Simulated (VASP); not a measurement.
The system is Al2C3.

```
Al C
1.0
     4.40424    0.00000    0.00000
     0.00000    4.40424    0.00000
     0.00000    0.00000    4.40424
Al C
2 3
Direct
  0.50000 0.50000 0.50000
  0.00000 0.00000 0.00000
  0.00000 0.50000 0.50000
  0.50000 0.00000 0.50000
  0.50000 0.50000 0.00000
```

```yaml
Program: VASP 6.6.1
Task: relaxation of cell and atoms
Functional: PBE
Potentials_or_basis: VASP PAW PBE potentials, release 64 (Al, C)
Cutoff: 600 eV
k_mesh: 4 × 4 × 4
Occupations: gaussian, width 0.1 eV
Spin: no spin polarisation
```

At the start: pressure -20.5 GPa; volume 17.09 Å³/atom.

Question: Where does the relaxation end?

Answer: Over 3 steps the energy falls by 451.4 meV/atom and the volume is 11.93 Å³/atom (-30.2 %); space group Pm-3m (No. 221, to 0.05 Å).

Step by step:
| step | energy change (eV) | largest force (eV/Å) | pressure (GPa) | volume (Å³) |
| --- | --- | --- | --- | --- |
| 1 | 0.0000 | 0.0000 | -20.48 | 85.43 |
| 2 | -2.2413 | 0.0000 | -3.05 | 61.17 |
| 3 | -2.2572 | 0.0000 | -0.25 | 59.66 |

Final structure:
```
Al C
1.0
     3.90745    0.00000    0.00000
     0.00000    3.90745    0.00000
     0.00000    0.00000    3.90745
Al C
2 3
Direct
  0.50000 0.50000 0.50000
  0.00000 0.00000 0.00000
  0.00000 0.50000 0.50000
  0.50000 0.00000 0.50000
  0.50000 0.50000 0.00000
```

Caveat: the volume moved by over 15 % at a fixed basis, so the end points are rough.
